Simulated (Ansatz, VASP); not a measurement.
## Two plane-wave programs on TiAl3

File INCAR:

```
ALGO     = Fast           # electronic algorithm
EDIFF    = 1E-6           # SCF threshold, eV
ENCUT    = 520            # plane-wave cutoff, eV
ISIF     = 2              # what is computed and relaxed
ISMEAR   = -1             # smearing method
LASPH    = True           # aspherical terms in the spheres
LCHARG   = True           # write CHGCAR
LELF     = True           # ELF
LREAL    = False          # projectors in reciprocal space
LVHAR    = True         
LWAVE    = False          # write WAVECAR
NBANDS   = 18             # bands
NELM     = 100            # most SCF steps
PREC     = Accurate       # precision mode
SIGMA    = 0.05           # smearing width, eV
```

KPOINTS

```
k-points
0
Gamma
  9 6 6
```

File POSCAR:

```
TiAl3
1.0
    2.8396770000      0.0000000000      0.0000000000
    0.0000000000      4.6812640000      0.0000000000
    0.0000000000      0.0000000000      4.9007420000
Ti Al
1 3
Direct
    0.0000000000      0.5000000000      0.1659160000
    0.0000000000      0.0000000000      0.8359000000
    0.5000000000      0.0000000000      0.3309120000
    0.5000000000      0.5000000000      0.6672710000
```

File input.yaml:

```yaml
crystal:
  lattice:
    - [2.839677, 0.0, 0.0]
    - [0.0, 4.681264, 0.0]
    - [0.0, 0.0, 4.900742]
  atoms:
    - { symbol: Ti, position: [0.0, 0.5, 0.165916] }
    - { symbol: Al, position: [0.0, 0.0, 0.8359] }
    - { symbol: Al, position: [0.5, 0.0, 0.330912] }
    - { symbol: Al, position: [0.5, 0.5, 0.667271] }
hamiltonian:
  xc: lda
  pseudopotentials: { kind: paw }
kpoints:
  mp_grid: { grid: [9, 6, 6] }
scf:
  occupations: { method: fermi_dirac, width: 0.05 }
output:
  forces: true
  stress: true
  eigenvalues: true
```

Alike in both runs: task single point; functional LDA; k mesh 9 × 6 × 6; occupations fermi-dirac, width 0.05 eV; no spin polarisation.

|  | VASP | Ansatz |
| --- | --- | --- |
| version | VASP 6.6.1 | Ansatz 0.2.0 |
| potentials or method | VASP PAW LDA potentials, release 64 (Ti_sv, Al) | Ansatz PAW |
| plane-wave cutoff (eV) | 520 | 420 |
| valence electrons in the cell | 21 | 21 |

VASP gave:

| Item | Value |
| --- | --- |
| gap on the k mesh at the Fermi level (eV) | none |
| pressure (GPa) | -5.0 |
| traceless stress, the component that is largest in VASP (GPa) | -2.07 |
| rms of the force components (eV/Å) | 0.030 |

**Question.** What did Ansatz give for the same quantities?

**Answer.** gap on the k mesh at the Fermi level (eV): none; pressure (GPa): -5.1; traceless stress, the component that is largest in VASP (GPa): -2.07; rms of the force components (eV/Å): 0.031.

LDA's correlation is that of Perdew and Zunger in VASP and of Perdew and Wang (1992) in Ansatz. Atom by atom the forces differ by 0.001 eV/Å (rms over components). A gap of «none» marks a metal or a gap that the smearing closes.
